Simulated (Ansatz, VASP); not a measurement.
**SnSe in VASP and in Ansatz**

```
Sn Se
1.0
     0.00000    3.22944    2.51897
     3.22944    0.00000    2.51897
     3.22944    3.22944    0.00000
Sn Se
1 1
Direct
  0.00000 0.00000 0.00000
  0.50000 0.50000 0.50000
```

Alike in both runs: task single point; functional PBEsol; k mesh 10 × 10 × 10; occupations gaussian, width 0.05 eV; no spin polarisation.

|  | VASP | Ansatz |
| --- | --- | --- |
| version | VASP 6.6.1 | Ansatz 0.2.0 |
| potentials or method | VASP PAW PBE potentials, release 64 (Sn_d, Se), cutoff 520 eV | scalar-relativistic, plane waves, PAW |
| valence electrons in the cell | 20 | 30 |

```tsv
	VASP	Ansatz	Ansatz less VASP
gap on the k mesh at the Fermi level (eV)	none	none	-
pressure (GPa)	8.1	8.1	-0.01
traceless stress, the component that is largest in VASP (GPa)	25.47	25.44	-0.035
```

VASP's potentials were made for PBE, not for PBEsol. A gap of «none» marks a metal or a gap that the smearing closes. VASP's potentials hold 20 valence electrons a cell and Ansatz's 30, so a difference there can come from the potentials and not from the codes.
